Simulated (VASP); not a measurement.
# CsMoO4 (F-43m) in VASP: notebook

CsMoO4 is run at these levels: LDA; tasks: single point, relaxation of volume and atoms at fixed shape.

Program: VASP 6.6.1. These are calculated values, not measurements. Logs are shortened: lines on timing, memory, paths and dates and some standing lists are left out, and cuts for length are marked.

## (1) The cell of the first run

The structure is cubic, space group F-43m (No. 216). The conventional cell has a = 7.916 Å, b = 7.916 Å, c = 7.916 Å, α = 90.00°, β = 90.00°, γ = 90.00°. Within 4.3 Å of Cs (site symmetry -43m) lie 12 O at 3.27 Å and 6 Mo at 3.96 Å. Mo (site symmetry -43m) has 4 O at 1.76 Å within 2.3 Å. Within 2.3 Å of O (site symmetry 3m) lie 1 Mo at 1.76 Å.

## (2) Single point, LDA

INCAR

```
PREC = Accurate
ENCUT = 520
EDIFF = 1E-6
ISMEAR = 1
SIGMA = 0.02
LREAL = False
LASPH = True
NELM = 100
ALGO = Normal
ISIF = 2
LWAVE = False
LCHARG = True
LELF = True
LVHAR = True
NBANDS = 32
```

KPOINTS

```
regular mesh
0
Gamma
  5 5 5
```

POSCAR

```
CsMoO4
1.0
    0.0000000000      3.9579674021      3.9579674021
    3.9579674021      0.0000000000      3.9579674021
    3.9579674021      3.9579674021      0.0000000000
Cs Mo O
1 1 4
Direct
    0.7500000000      0.7500000000      0.7500000000
    0.2500000000      0.2500000000      0.2500000000
    0.8644927336      0.3785024221      0.3785024221
    0.3785024221      0.3785024221      0.8644927336
    0.3785024221      0.8644927336      0.3785024221
    0.3785024221      0.3785024221      0.3785024221
```

Potentials or basis: VASP PAW LDA potentials, release 64 (Cs_sv, Mo_sv, O).

Launch:

```
> cat potpaw_LDA.64/Cs_sv/POTCAR potpaw_LDA.64/Mo_sv/POTCAR potpaw_LDA.64/O/POTCAR > POTCAR
> mpirun -np 1 vasp_std > vasp.out
```

OUTCAR:

```text
PREC = Accurate
   ENCUT = 520
   EDIFF = 1E-6
   ISMEAR = 1
   LREAL = False
   LASPH = True
   NELM = 100
   ISIF = 2

 ion  position               nearest neighbor table
   1  0.750  0.750  0.750-
   2  0.250  0.250  0.250-   6 1.76   4 1.76   5 1.76   3 1.76
   3  0.864  0.379  0.379-   2 1.76
   4  0.379  0.379  0.864-   2 1.76
   5  0.379  0.864  0.379-   2 1.76
   6  0.379  0.379  0.379-   2 1.76

  LATTYP: Found a face centered cubic cell.
 ALAT       =     7.9159348042

  Lattice vectors:

 A1 = (   0.0000000000,   3.9579674021,   3.9579674021)
 A2 = (   3.9579674021,   0.0000000000,   3.9579674021)
 A3 = (   3.9579674021,   3.9579674021,   0.0000000000)

Analysis of symmetry for initial positions (statically):
=====================================================================
 Subroutine PRICEL returns:
 Original cell was already a primitive cell.

 Routine SETGRP: Setting up the symmetry group for a
 face centered cubic supercell.

 Subroutine GETGRP returns: Found 24 space group operations
 (whereof 24 operations were pure point group operations)
 out of a pool of 48 trial point group operations.

The static configuration has the point symmetry T_d .

Analysis of symmetry for dynamics (positions and initial velocities):
=====================================================================
 Subroutine PRICEL returns:
 Original cell was already a primitive cell.

 Routine SETGRP: Setting up the symmetry group for a
 face centered cubic supercell.

 Subroutine GETGRP returns: Found 24 space group operations
 (whereof 24 operations were pure point group operations)
 out of a pool of 48 trial point group operations.

The dynamic configuration has the point symmetry T_d .

 Subroutine INISYM returns: Found 24 space group operations
 (whereof 24 operations are pure point group operations),
 and found     1 'primitive' translations

----------------------------------------------------------------------------------------

                                     Primitive cell

  volume of cell :     124.0071

  direct lattice vectors                    reciprocal lattice vectors
     0.000000000  3.957967402  3.957967402    -0.126327468  0.126327468  0.126327468
     3.957967402  0.000000000  3.957967402     0.126327468 -0.126327468  0.126327468
     3.957967402  3.957967402  0.000000000     0.126327468  0.126327468 -0.126327468

  length of vectors
     5.597411179  5.597411179  5.597411179     0.218805593  0.218805593  0.218805593

  position of ions in fractional coordinates (direct lattice)
     0.750000000  0.750000000  0.750000000
     0.250000000  0.250000000  0.250000000
     0.864492734  0.378502422  0.378502422
     0.378502422  0.378502422  0.864492734
     0.378502422  0.864492734  0.378502422
     0.378502422  0.378502422  0.378502422

  ion indices of the primitive-cell ions
   primitive index   ion index
                 1           1
                 2           2
                 3           3
                 4           4
                 5           5
                 6           6

----------------------------------------------------------------------------------------

 KPOINTS: regular mesh

Automatic generation of k-mesh.
 Grid dimensions read from file:
 generate k-points for:    5    5    5

 Generating k-lattice:

  Cartesian coordinates                     Fractional coordinates (reciprocal lattice)
    -0.025265494  0.025265494  0.025265494     0.200000000  0.000000000  0.000000000
     0.025265494 -0.025265494  0.025265494     0.000000000  0.200000000  0.000000000
     0.025265494  0.025265494 -0.025265494     0.000000000  0.000000000  0.200000000

  Length of vectors
     0.043761119  0.043761119  0.043761119

  Shift w.r.t. Gamma in fractional coordinates (k-lattice)
     0.000000000  0.000000000  0.000000000

 Subroutine IBZKPT returns following result:
 ===========================================

 Found     10 irreducible k-points:

 Following reciprocal coordinates:
            Coordinates               Weight
  0.000000  0.000000  0.000000      1.000000
  0.200000  0.000000  0.000000      8.000000
  0.400000  0.000000  0.000000      8.000000
  0.200000  0.200000  0.000000      6.000000
  0.400000  0.200000  0.000000     24.000000
 -0.400000  0.200000  0.000000     24.000000
 -0.200000  0.200000  0.000000     12.000000
  0.400000  0.400000  0.000000      6.000000
 -0.400000  0.400000  0.000000     12.000000
 -0.400000  0.400000  0.200000     24.000000
   k-points           NKPTS =     10   k-points in BZ     NKDIM =     10   number of bands    NBANDS=     32
   number of dos      NEDOS =    301   number of ions     NIONS =      6
   total plane-waves  NPLWV =  74088
   dimension x,y,z NGX =    42 NGY =   42 NGZ =   42
   dimension x,y,z NGXF=    84 NGYF=   84 NGZF=   84
   ions per type =               1   1   4
   NGX,Y,Z   is equivalent  to a cutoff of  12.47, 12.47, 12.47 a.u.
   NGXF,Y,Z  is equivalent  to a cutoff of  24.95, 24.95, 24.95 a.u.
 SYSTEM =  unknown system
   PREC   = accura    normal or accurate (medium, high low for compatibility)
   ISTART =      0    job   : 0-new  1-cont  2-samecut
   ICHARG =      2    charge: 1-file 2-atom 10-const
   ISPIN  =      1    spin polarized calculation?
   LNONCOLLINEAR =      F non collinear calculations
   LSORBIT =      F    spin-orbit coupling
   LASPH  =      T    aspherical Exc in radial PAW
   ENCUT  =  520.0 eV  38.22 Ry    6.18 a.u.  10.41 10.41 10.41*2*pi/ulx,y,z
   NELM   =    100;   NELMIN=  2; NELMDL= -5     # of ELM steps
   EDIFF  = 0.1E-05   stopping-criterion for ELM
   LREAL  =      F    real-space projection
   EDIFFG = 0.1E-04   stopping-criterion for IOM
   NSW    =      0    number of steps for IOM
   IBRION =     -1    ionic relax: 0-MD 1-quasi-New 2-CG
   NFREE  =      0    steps in history (QN), initial steepest desc. (CG)
   ISIF   =      2    stress and relaxation
   ISYM   =      2    0-nonsym 1-usesym 2-fastsym
   POTIM  = 0.5000    time-step for ionic-motion
   TEBEG  =    0.0;   TEEND  =   0.0 temperature during run
   PSTRESS=    0.0 pullay stress
   NELECT =      47.0000    total number of electrons
   NUPDOWN=      -1.0000    fix difference up-down
   EMIN   =  10.00;   EMAX   =-10.00  energy-range for DOS
   EFERMI =   0.00;   METHOD = LEGACY
   ISMEAR =     1;   SIGMA  =   0.02  broadening in eV -4-tet -1-fermi 0-gaus
   EFERMI_NEDOS =   21; number of points for ismear=-14 and -15
   IALGO  =     38    algorithm
   IMIX   =      4    mixing-type and parameters
     AMIX     =   0.40;   BMIX     =  1.00
     AMIX_MAG =   1.60;   BMIX_MAG =  1.00
  volume/ion in A,a.u.               =      20.67       139.47
  Fermi-wavevector in a.u.,A,eV,Ry     =   1.184746  2.238845 19.097450  1.403623
  Thomas-Fermi vector in A             =   2.320954
   LORBIT       =      0    0 simple, 1 ext, 2 COOP (PROOUT), +10 PAW based schemes
   GGA     = CA    functional components
   LHFCALC =     F    Hartree Fock is set to
   AEXX    =    0.0000 exact exchange contribution
   IVDW    =     0    specifies the selected vdW correction
   LEPSILON=     F    determine dielectric tensor
   LRPA    =     F    only Hartree local field effects (RPA)
 non-spin polarized calculation
 Methfessel and Paxton  Order N= 1 SIGMA  =   0.02
  energy-cutoff  :      520.00
  volume of cell :      124.01
 maximum number of plane-waves:      3383
 NGX is ok and might be reduce to    42
   NGX = 21   NGY = 21   NGZ = 21

 number of electron      46.9999993 magnetization

 Free energy of the ion-electron system (eV)
  ---------------------------------------------------
  ext. energy  EPLUGINS =         0.00000000
  ---------------------------------------------------
  free energy    TOTEN  =       -44.77610346 eV

  energy without entropy =      -44.77519762  energy(sigma->0) =      -44.77580151

 E-fermi :  -0.9250     XC(G=0):  -8.9161

 val. band max:       -0.9319731281   @ k =  -0.4000   0.2000   0.0000
 cond. band min:      -0.9111418985   @ k =   0.4000   0.2000   0.0000
 fundamental gap:      0.0208312296
 Fermi energy:        -0.9249719074

 k-point     1 :       0.0000    0.0000    0.0000
  band No.  band energies     occupation
      1     -60.6026      2.00000
      2     -35.2229      2.00000
      3     -35.2229      2.00000
      4     -35.2229      2.00000
      5     -19.2464      2.00000
      6     -16.7606      2.00000
[... 24 lines left out ...]
     31       7.8188      0.00000
     32       7.8188      0.00000

 k-point     2 :       0.2000    0.0000    0.0000
  band No.  band energies     occupation
      1     -60.6026      2.00000
      2     -35.2231      2.00000
      3     -35.2229      2.00000
      4     -35.2229      2.00000
      5     -19.2318      2.00000
      6     -16.7307      2.00000
[... 24 lines left out ...]
     31       7.6498      0.00000
     32       7.9390      0.00000

 k-point     3 :       0.4000    0.0000    0.0000
  band No.  band energies     occupation
      1     -60.6026      2.00000
      2     -35.2235      2.00000
      3     -35.2230      2.00000
      4     -35.2230      2.00000
      5     -19.2080      2.00000
      6     -16.6667      2.00000
[... 24 lines left out ...]
     31       7.3656      0.00000
     32       8.1315      0.00000

 k-point     4 :       0.2000    0.2000    0.0000
  band No.  band energies     occupation
      1     -60.6026      2.00000
      2     -35.2231      2.00000
      3     -35.2230      2.00000
      4     -35.2230      2.00000
      5     -19.2278      2.00000
      6     -16.7148      2.00000
[... 164 lines left out ...]
     31       7.0841      0.00000
     32       8.4456      0.00000

 k-point     9 :      -0.4000    0.4000    0.0000
  band No.  band energies     occupation
      1     -60.6025      2.00000
      2     -35.2235      2.00000
      3     -35.2231      2.00000
      4     -35.2231      2.00000
      5     -19.1968      2.00000
      6     -16.5011      2.00000
[... 24 lines left out ...]
     31       6.9824      0.00000
     32       8.5250      0.00000

 k-point    10 :      -0.4000    0.4000    0.2000
  band No.  band energies     occupation
      1     -60.6025      2.00000
      2     -35.2235      2.00000
      3     -35.2231      2.00000
      4     -35.2231      2.00000
      5     -19.1983      2.00000
      6     -16.5500      2.00000
[... 24 lines left out ...]
     31       7.1855      0.00000
     32       8.1204      0.00000

------------------------ aborting loop because EDIFF is reached ----------------------------------------

  FORCE on cell =-STRESS in cart. coord.  units (eV):
  Direction    XX          YY          ZZ          XY          YZ          ZX
  --------------------------------------------------------------------------------------
  -------------------------------------------------------------------------------------
  Total        0.4463559      0.4463559      0.4463559     -0.0000000      0.0000000      0.0000000
  in kB        5.7669373      5.7669373      5.7669373     -0.0000000      0.0000000      0.0000000
  external PRESSURE =       5.7669373 kB  Pullay stress =       0.0000000 kB

 VOLUME and BASIS-vectors are now :
 -----------------------------------------------------------------------------
  energy-cutoff  :      520.00
  volume of cell :      124.01
      direct lattice vectors                 reciprocal lattice vectors
     0.000000000  3.957967402  3.957967402    -0.126327468  0.126327468  0.126327468
     3.957967402  0.000000000  3.957967402     0.126327468 -0.126327468  0.126327468
     3.957967402  3.957967402  0.000000000     0.126327468  0.126327468 -0.126327468

 POSITION                                       TOTAL-FORCE (eV/Angst)
 -----------------------------------------------------------------------------------
      5.93695      5.93695      5.93695         0.000000      0.000000     -0.000000
      1.97898      1.97898      1.97898         0.000000      0.000000     -0.000000
      2.99620      4.91973      4.91973         0.130136     -0.130136     -0.130136
      4.91973      4.91973      2.99620        -0.130136     -0.130136      0.130136
      4.91973      2.99620      4.91973        -0.130136      0.130136     -0.130136
      2.99620      2.99620      2.99620         0.130136      0.130136      0.130136
 -----------------------------------------------------------------------------------
    total drift:                                0.000001      0.000001      0.000001

  FREE ENERGIE OF THE ION-ELECTRON SYSTEM (eV)
  ---------------------------------------------------
  free  energy   TOTEN  =       -44.7761034602 eV

  energy  without entropy=      -44.7751976233  energy(sigma->0) =      -44.77580151
```

Wall time 55 s (1 thread of Intel Xeon Platinum 8259CL at 2.50GHz (Skylake/Cascade Lake), shared host); peak memory 0.23 GiB.

What came out:

```yaml
Free_energy: -44.7761 eV
Pressure: 0.6 GPa
Largest_force: 0.225 eV/Å
Band_gap_on_the_k_mesh: zero (an odd number of electrons rules out a gap without spin polarisation)
```

Forces in eV/Å, atoms in the order of the input:
```
Cs   0.000  0.000  0.000
Mo   0.000  0.000  0.000
O    0.130 -0.130 -0.130
O   -0.130 -0.130  0.130
O   -0.130  0.130 -0.130
O    0.130  0.130  0.130
```

Caveat: spin-orbit coupling is left out, which moves the levels of the heavy elements; an odd number of electrons without spin polarisation forces a metal; a magnetic or distorted state may lie lower.

(Part 1 of 2 ends here.)

The gap in the log of VASP goes by the Fermi energy; the results here count the filled bands.